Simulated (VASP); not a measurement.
# MgO (Periclase) (Fm-3m) in VASP: a series of runs

MgO (Periclase) is run at these levels: PBE; tasks: single point.

Everything below comes from runs of VASP 6.6.1. Logs are shortened: lines on timing, memory, paths and dates and some standing lists are left out, and cuts for length are marked.

### Step 1. The cell of the first run

Symmetry: Fm-3m, No. 225, cubic system. The conventional cell has a = 4.101 Å, b = 4.101 Å, c = 4.101 Å, α = 90.00°, β = 90.00°, γ = 90.00°. Within 2.7 Å of Mg (site symmetry m-3m) lie 6 O at 2.05 Å. Within 2.7 Å of O (site symmetry m-3m) lie 6 Mg at 2.05 Å.

### Step 2. Single point, PBE

The input, INCAR:

```
SYSTEM = MgO
  PREC = Accurate
  ENCUT = 520
  EDIFF = 1E-6
  ISMEAR = 0
  SIGMA = 0.01
  LREAL = .FALSE.
  LASPH = .TRUE.
  NELM = 100
  ALGO = Normal
  ISIF = 2
  LWAVE = .FALSE.
  LCHARG = .FALSE.
  GGA = PE
  NBANDS = 11
```

The input, KPOINTS:

```
regular mesh
0
G
  8 8 8
  0 0 0
```

The input, POSCAR:

```
MgO
1.0
    0.0000000000      2.0507035401      2.0507035401
    2.0507035401      0.0000000000      2.0507035401
    2.0507035401      2.0507035401      0.0000000000
Mg O
1 1
Direct
    0.0000000000      0.0000000000      0.0000000000
    0.5000000000      0.5000000000      0.5000000000
```

Potentials or basis: VASP PAW PBE potentials, release 64 (Mg, O).

Launch:

```sh
cat potpaw_PBE.64/Mg/POTCAR potpaw_PBE.64/O/POTCAR > POTCAR
mpirun -np 1 vasp_std > vasp.out
```

OUTCAR:

```text
SYSTEM = MgO
   PREC = Accurate
   ENCUT = 520
   EDIFF = 1E-6
   ISMEAR = 0
   LREAL = .FALSE.
   LASPH = .TRUE.
   NELM = 100
   ISIF = 2
   GGA = PE

 ion  position               nearest neighbor table
   1  0.000  0.000  0.000-   2 2.05   2 2.05   2 2.05   2 2.05   2 2.05   2 2.05
   2  0.500  0.500  0.500-   1 2.05   1 2.05   1 2.05   1 2.05   1 2.05   1 2.05

  LATTYP: Found a face centered cubic cell.
 ALAT       =     4.1014070802

  Lattice vectors:

 A1 = (   0.0000000000,   2.0507035401,   2.0507035401)
 A2 = (   2.0507035401,   0.0000000000,   2.0507035401)
 A3 = (   2.0507035401,   2.0507035401,   0.0000000000)

Analysis of symmetry for initial positions (statically):
=====================================================================
 Subroutine PRICEL returns:
 Original cell was already a primitive cell.

 Routine SETGRP: Setting up the symmetry group for a
 face centered cubic supercell.

 Subroutine GETGRP returns: Found 48 space group operations
 (whereof 48 operations were pure point group operations)
 out of a pool of 48 trial point group operations.

The static configuration has the point symmetry O_h .

Analysis of symmetry for dynamics (positions and initial velocities):
=====================================================================
 Subroutine PRICEL returns:
 Original cell was already a primitive cell.

 Routine SETGRP: Setting up the symmetry group for a
 face centered cubic supercell.

 Subroutine GETGRP returns: Found 48 space group operations
 (whereof 48 operations were pure point group operations)
 out of a pool of 48 trial point group operations.

The dynamic configuration has the point symmetry O_h .

 Subroutine INISYM returns: Found 48 space group operations
 (whereof 48 operations are pure point group operations),
 and found     1 'primitive' translations

----------------------------------------------------------------------------------------

                                     Primitive cell

  volume of cell :      17.2480

  direct lattice vectors                    reciprocal lattice vectors
     0.000000000  2.050703540  2.050703540    -0.243818763  0.243818763  0.243818763
     2.050703540  0.000000000  2.050703540     0.243818763 -0.243818763  0.243818763
     2.050703540  2.050703540  0.000000000     0.243818763  0.243818763 -0.243818763

  length of vectors
     2.900132759  2.900132759  2.900132759     0.422306485  0.422306485  0.422306485

  position of ions in fractional coordinates (direct lattice)
     0.000000000  0.000000000  0.000000000
     0.500000000  0.500000000  0.500000000

  ion indices of the primitive-cell ions
   primitive index   ion index
                 1           1
                 2           2

----------------------------------------------------------------------------------------

 KPOINTS: regular mesh

Automatic generation of k-mesh.
 Grid dimensions read from file:
 generate k-points for:    8    8    8

 Generating k-lattice:

  Cartesian coordinates                     Fractional coordinates (reciprocal lattice)
    -0.030477345  0.030477345  0.030477345     0.125000000  0.000000000  0.000000000
     0.030477345 -0.030477345  0.030477345     0.000000000  0.125000000  0.000000000
     0.030477345  0.030477345 -0.030477345     0.000000000  0.000000000  0.125000000

  Length of vectors
     0.052788311  0.052788311  0.052788311

  Shift w.r.t. Gamma in fractional coordinates (k-lattice)
     0.000000000  0.000000000  0.000000000

 Subroutine IBZKPT returns following result:
 ===========================================

 Found     29 irreducible k-points:

 Following reciprocal coordinates:
            Coordinates               Weight
  0.000000  0.000000  0.000000      1.000000
  0.125000  0.000000  0.000000      8.000000
  0.250000  0.000000  0.000000      8.000000
  0.375000  0.000000  0.000000      8.000000
  0.500000  0.000000  0.000000      4.000000
  0.125000  0.125000  0.000000      6.000000
[... 16 lines left out ...]
  0.500000  0.250000  0.125000     48.000000
 -0.375000  0.250000  0.125000     24.000000
 [... further k-points ...]
   k-points           NKPTS =     29   k-points in BZ     NKDIM =     29   number of bands    NBANDS=     11
   number of dos      NEDOS =    301   number of ions     NIONS =      2
   total plane-waves  NPLWV =  13824
   dimension x,y,z NGX =    24 NGY =   24 NGZ =   24
   dimension x,y,z NGXF=    48 NGYF=   48 NGZF=   48
   ions per type =               1   1
   NGX,Y,Z   is equivalent  to a cutoff of  13.76, 13.76, 13.76 a.u.
   NGXF,Y,Z  is equivalent  to a cutoff of  27.52, 27.52, 27.52 a.u.
 SYSTEM =  MgO
   PREC   = accura    normal or accurate (medium, high low for compatibility)
   ISTART =      0    job   : 0-new  1-cont  2-samecut
   ICHARG =      2    charge: 1-file 2-atom 10-const
   ISPIN  =      1    spin polarized calculation?
   LNONCOLLINEAR =      F non collinear calculations
   LSORBIT =      F    spin-orbit coupling
   LASPH  =      T    aspherical Exc in radial PAW
   ENCUT  =  520.0 eV  38.22 Ry    6.18 a.u.   5.39  5.39  5.39*2*pi/ulx,y,z
   NELM   =    100;   NELMIN=  2; NELMDL= -5     # of ELM steps
   EDIFF  = 0.1E-05   stopping-criterion for ELM
   LREAL  =      F    real-space projection
   EDIFFG = 0.1E-04   stopping-criterion for IOM
   NSW    =      0    number of steps for IOM
   IBRION =     -1    ionic relax: 0-MD 1-quasi-New 2-CG
   NFREE  =      0    steps in history (QN), initial steepest desc. (CG)
   ISIF   =      2    stress and relaxation
   ISYM   =      2    0-nonsym 1-usesym 2-fastsym
   POTIM  = 0.5000    time-step for ionic-motion
   TEBEG  =    0.0;   TEEND  =   0.0 temperature during run
   PSTRESS=    0.0 pullay stress
   NELECT =       8.0000    total number of electrons
   NUPDOWN=      -1.0000    fix difference up-down
   EMIN   =  10.00;   EMAX   =-10.00  energy-range for DOS
   EFERMI =   0.00;   METHOD = LEGACY
   ISMEAR =     0;   SIGMA  =   0.01  broadening in eV -4-tet -1-fermi 0-gaus
   EFERMI_NEDOS =   21; number of points for ismear=-14 and -15
   IALGO  =     38    algorithm
   IMIX   =      4    mixing-type and parameters
     AMIX     =   0.40;   BMIX     =  1.00
     AMIX_MAG =   1.60;   BMIX_MAG =  1.00
  volume/ion in A,a.u.               =       8.62        58.20
  Fermi-wavevector in a.u.,A,eV,Ry     =   1.267239  2.394735 21.849532  1.605895
  Thomas-Fermi vector in A             =   2.400398
   LORBIT       =      0    0 simple, 1 ext, 2 COOP (PROOUT), +10 PAW based schemes
   GGA     = PE    functional components
   LHFCALC =     F    Hartree Fock is set to
   AEXX    =    0.0000 exact exchange contribution
   IVDW    =     0    specifies the selected vdW correction
   LEPSILON=     F    determine dielectric tensor
   LRPA    =     F    only Hartree local field effects (RPA)
 non-spin polarized calculation
 Gauss-broadening in eV      SIGMA  =   0.01
  energy-cutoff  :      520.00
  volume of cell :       17.25
 maximum number of plane-waves:       481
 NGX is ok and might be reduce to    24
   NGX = 11   NGY = 11   NGZ = 11

 number of electron       7.9999997 magnetization

 Free energy of the ion-electron system (eV)
  ---------------------------------------------------
  ext. energy  EPLUGINS =         0.00000000
  ---------------------------------------------------
  free energy    TOTEN  =       -11.80201575 eV

  energy without entropy =      -11.80201575  energy(sigma->0) =      -11.80201575

 E-fermi :   3.9670     XC(G=0): -11.4636

 val. band max:        3.8138017041   @ k =   0.0000   0.0000   0.0000
 cond. band min:       9.3578054656   @ k =   0.0000   0.0000   0.0000
 fundamental gap:      5.5440037615
 Fermi energy:         3.9669713975

 k-point     1 :       0.0000    0.0000    0.0000
  band No.  band energies     occupation
      1     -13.8793      2.00000
      2       3.8138      2.00000
      3       3.8138      2.00000
      4       3.8138      2.00000
      5       9.3578      0.00000
      6      20.0629      0.00000
      7      20.0629      0.00000
      8      20.0629      0.00000
      9      24.1958      0.00000
     10      26.0676      0.00000
     11      26.0676      0.00000

 k-point     2 :       0.1250    0.0000    0.0000
  band No.  band energies     occupation
      1     -13.6927      2.00000
      2       2.8289      2.00000
      3       3.6952      2.00000
      4       3.6952      2.00000
      5      10.2608      0.00000
      6      18.3579      0.00000
      7      20.4708      0.00000
      8      20.4708      0.00000
      9      25.2293      0.00000
     10      25.2293      0.00000
     11      26.6177      0.00000

 k-point     3 :       0.2500    0.0000    0.0000
  band No.  band energies     occupation
      1     -13.2032      2.00000
      2       0.9995      2.00000
      3       3.4226      2.00000
      4       3.4226      2.00000
      5      11.6614      0.00000
      6      16.9066      0.00000
      7      21.1287      0.00000
      8      21.1287      0.00000
      9      24.8462      0.00000
     10      24.8462      0.00000
     11      27.1632      0.00000

 k-point     4 :       0.3750    0.0000    0.0000
  band No.  band energies     occupation
      1     -12.6426      2.00000
      2      -0.5514      2.00000
      3       3.1671      2.00000
      4       3.1671      2.00000
      5      12.2100      0.00000
      6      16.9846      0.00000
      7      21.0988      0.00000
      8      21.0988      0.00000
      9      26.2032      0.00000
     10      26.2032      0.00000
     11      26.3135      0.00000

 k-point     5 :       0.5000    0.0000    0.0000
  band No.  band energies     occupation
      1     -12.3823      2.00000
      2      -1.1661      2.00000
      3       3.0656      2.00000
      4       3.0656      2.00000
      5      12.2300      0.00000
      6      17.3478      0.00000
      7      20.9637      0.00000
      8      20.9637      0.00000
      9      25.9534      0.00000
     10      27.3470      0.00000
     11      27.3470      0.00000
[... 211 lines left out ...]
 k-point    21 :       0.5000    0.5000    0.0000
  band No.  band energies     occupation
      1     -12.0971      2.00000
      2      -0.6073      2.00000
      3       2.3512      2.00000
      4       2.3512      2.00000
      5      13.0159      0.00000
      6      14.6834      0.00000
      7      17.7883      0.00000
      8      24.0432      0.00000
      9      24.0432      0.00000
     10      30.7196      0.00000
     11      31.7202      0.00000

 k-point    22 :       0.3750    0.2500    0.1250
  band No.  band energies     occupation
      1     -12.8522      2.00000
      2       0.6047      2.00000
      3       2.5495      2.00000
      4       3.1229      2.00000
      5      13.1412      0.00000
      6      15.6297      0.00000
      7      19.8147      0.00000
      8      22.3191      0.00000
      9      22.6813      0.00000
     10      27.2147      0.00000
     11      31.0507      0.00000

 k-point    23 :       0.5000    0.2500    0.1250
  band No.  band energies     occupation
      1     -12.4105      2.00000
      2      -0.1714      2.00000
      3       1.9207      2.00000
      4       2.8446      2.00000
      5      13.9942      0.00000
      6      16.0426      0.00000
      7      18.6526      0.00000
      8      21.9594      0.00000
      9      24.3944      0.00000
     10      27.2862      0.00000
     11      31.1972      0.00000

 k-point    24 :      -0.3750    0.2500    0.1250
  band No.  band energies     occupation
      1     -12.2122      2.00000
      2      -0.5083      2.00000
      3       1.6952      2.00000
      4       2.7154      2.00000
      5      14.0633      0.00000
      6      16.7675      0.00000
      7      18.2121      0.00000
      8      21.7179      0.00000
      9      25.3068      0.00000
     10      26.9890      0.00000
     11      31.2962      0.00000

 [... further k-points ...]
[... 5 lines left out ...]
  --------------------------------------------------------------------------------------
  -------------------------------------------------------------------------------------
  Total        2.1243550      2.1243550      2.1243550      0.0000000      0.0000000     -0.0000000
  in kB      197.3326892    197.3326892    197.3326892      0.0000000      0.0000000     -0.0000000
  external PRESSURE =     197.3326892 kB  Pullay stress =       0.0000000 kB

 VOLUME and BASIS-vectors are now :
 -----------------------------------------------------------------------------
  energy-cutoff  :      520.00
  volume of cell :       17.25
      direct lattice vectors                 reciprocal lattice vectors
     0.000000000  2.050703540  2.050703540    -0.243818763  0.243818763  0.243818763
     2.050703540  0.000000000  2.050703540     0.243818763 -0.243818763  0.243818763
     2.050703540  2.050703540  0.000000000     0.243818763  0.243818763 -0.243818763

 POSITION                                       TOTAL-FORCE (eV/Angst)
 -----------------------------------------------------------------------------------
      0.00000      0.00000      0.00000        -0.000000      0.000000      0.000000
      2.05070      2.05070      2.05070         0.000000     -0.000000     -0.000000
 -----------------------------------------------------------------------------------
    total drift:                               -0.000000     -0.000000      0.000000

  FREE ENERGIE OF THE ION-ELECTRON SYSTEM (eV)
  ---------------------------------------------------
  free  energy   TOTEN  =       -11.8020157452 eV

  energy  without entropy=      -11.8020157452  energy(sigma->0) =      -11.80201575
```

It took 7.6 s on 1 thread of AMD EPYC 7R43 (Zen 3), shared host; peak memory 0.1 GiB.

What came out:

| Property | Result |
| --- | --- |
| Free energy | -11.8020 eV |
| Pressure | 19.7 GPa |
| Band gap on the k mesh | 5.54 eV, direct |

### Step 3. Single point, PBE

This run uses another cell than the first one, of 9.00 Å³/atom, 1.043 times its volume.

The input, INCAR:

```
SYSTEM = MgO
ALGO = Normal
EDIFF = 1E-6
ENCUT = 520
GGA = PE
ISIF = 2
ISMEAR = 0
LASPH = .True.
LCHARG = .False.
LREAL = .False.
LWAVE = .False.
NBANDS = 11
NELM = 60
PREC = Accurate
SIGMA = 0.01
```

The input, KPOINTS:

```
k-points
0
Gamma
  8 8 8
  0 0 0
```

The input, POSCAR:

```
MgO
1.0
    0.0000000000      2.0800032635      2.0800032635
    2.0800032635      0.0000000000      2.0800032635
    2.0800032635      2.0800032635      0.0000000000
Mg O
1 1
Direct
    0.0000000000      0.0000000000      0.0000000000
    0.5000000000      0.5000000000      0.5000000000
```

Potentials or basis: VASP PAW PBE potentials, release 64 (Mg, O).

Launch:

```sh
cat potpaw_PBE.64/Mg/POTCAR potpaw_PBE.64/O/POTCAR > POTCAR
mpirun -np 1 vasp_std > vasp.out
```

OUTCAR:

```text
SYSTEM = MgO
   EDIFF = 1E-6
   ENCUT = 520
   GGA = PE
   ISIF = 2
   ISMEAR = 0
   LASPH = .True.
   LREAL = .False.
   NELM = 60
   PREC = Accurate

 ion  position               nearest neighbor table
   1  0.000  0.000  0.000-   2 2.08   2 2.08   2 2.08   2 2.08   2 2.08   2 2.08
   2  0.500  0.500  0.500-   1 2.08   1 2.08   1 2.08   1 2.08   1 2.08   1 2.08

  LATTYP: Found a face centered cubic cell.
 ALAT       =     4.1600065270

  Lattice vectors:

 A1 = (   0.0000000000,   2.0800032635,   2.0800032635)
 A2 = (   2.0800032635,   0.0000000000,   2.0800032635)
 A3 = (   2.0800032635,   2.0800032635,   0.0000000000)

Analysis of symmetry for initial positions (statically):
=====================================================================
 Subroutine PRICEL returns:
 Original cell was already a primitive cell.

 Routine SETGRP: Setting up the symmetry group for a
 face centered cubic supercell.

 Subroutine GETGRP returns: Found 48 space group operations
 (whereof 48 operations were pure point group operations)
 out of a pool of 48 trial point group operations.

The static configuration has the point symmetry O_h .

Analysis of symmetry for dynamics (positions and initial velocities):
[... 164 lines left out ...]
 fundamental gap:      5.0980951326
 Fermi energy:         3.5201493690

 k-point     1 :       0.0000    0.0000    0.0000
  band No.  band energies     occupation
      1     -13.9865      2.00000
      2       3.4730      2.00000
      3       3.4730      2.00000
      4       3.4730      2.00000
      5       8.5711      0.00000
      6      19.4835      0.00000
      7      19.4835      0.00000
      8      19.4835      0.00000
      9      23.4998      0.00000
     10      25.3182      0.00000
     11      25.3182      0.00000
[... 309 lines left out ...]
 k-point    24 :      -0.3750    0.2500    0.1250
  band No.  band energies     occupation
      1     -12.4454      2.00000
      2      -0.6742      2.00000
      3       1.4546      2.00000
      4       2.4358      2.00000
      5      13.4128      0.00000
      6      16.0299      0.00000
      7      17.3745      0.00000
      8      20.8353      0.00000
      9      24.4459      0.00000
     10      26.0591      0.00000
     11      30.2432      0.00000

 [... further k-points ...]
[... 5 lines left out ...]
  --------------------------------------------------------------------------------------
  -------------------------------------------------------------------------------------
  Total        1.2050376      1.2050376      1.2050376      0.0000000      0.0000000     -0.0000000
  in kB      107.2726822    107.2726822    107.2726822      0.0000000      0.0000000     -0.0000000
  external PRESSURE =     107.2726822 kB  Pullay stress =       0.0000000 kB

 VOLUME and BASIS-vectors are now :
 -----------------------------------------------------------------------------
  energy-cutoff  :      520.00
  volume of cell :       18.00
      direct lattice vectors                 reciprocal lattice vectors
     0.000000000  2.080003264  2.080003264    -0.240384238  0.240384238  0.240384238
     2.080003264  0.000000000  2.080003264     0.240384238 -0.240384238  0.240384238
     2.080003264  2.080003264  0.000000000     0.240384238  0.240384238 -0.240384238

 POSITION                                       TOTAL-FORCE (eV/Angst)
 -----------------------------------------------------------------------------------
      0.00000      0.00000      0.00000         0.000000      0.000000      0.000000
      2.08000      2.08000      2.08000        -0.000000     -0.000000      0.000000
 -----------------------------------------------------------------------------------
    total drift:                               -0.000000     -0.000000      0.000000

  FREE ENERGIE OF THE ION-ELECTRON SYSTEM (eV)
  ---------------------------------------------------
  free  energy   TOTEN  =       -11.8737350034 eV

  energy  without entropy=      -11.8737350034  energy(sigma->0) =      -11.87373500
```

OSZICAR:

```text
N       E                     dE             d eps       ncg     rms          rms(c)
DAV:   1     0.915206347616E+01    0.91521E+01   -0.48005E+03   750   0.653E+02
DAV:   2    -0.130693658362E+02   -0.22221E+02   -0.21649E+02   722   0.125E+02
DAV:   3    -0.134426226494E+02   -0.37326E+00   -0.37308E+00   767   0.141E+01
DAV:   4    -0.134434979424E+02   -0.87529E-03   -0.87528E-03   689   0.767E-01
DAV:   5    -0.134435006848E+02   -0.27424E-05   -0.27424E-05   752   0.425E-02    0.726E+00
DAV:   6    -0.118881371213E+02    0.15554E+01   -0.85236E+00   668   0.163E+01    0.216E+00
DAV:   7    -0.118788597292E+02    0.92774E-02   -0.58149E-02   689   0.206E+00    0.134E+00
DAV:   8    -0.118740898093E+02    0.47699E-02   -0.25369E-02   674   0.180E+00    0.226E-01
DAV:   9    -0.118737304472E+02    0.35936E-03   -0.60436E-04   725   0.168E-01    0.124E-01
DAV:  10    -0.118737335610E+02   -0.31138E-05   -0.49098E-04   701   0.161E-01    0.109E-02
DAV:  11    -0.118737351770E+02   -0.16160E-05   -0.29558E-06   731   0.147E-02    0.480E-03
DAV:  12    -0.118737350034E+02    0.17361E-06   -0.51598E-07   382   0.556E-03
   1 F= -.11873735E+02 E0= -.11873735E+02  d E =-.709499E-14
```

Wall time 8 s (1 thread of AMD EPYC 7R43 (Zen 3), shared host); peak memory 0.1 GiB.

Results:

```yaml
Free_energy: -11.8737 eV
Pressure: 10.7 GPa
Band_gap_on_the_k_mesh: 5.10 eV, direct
```
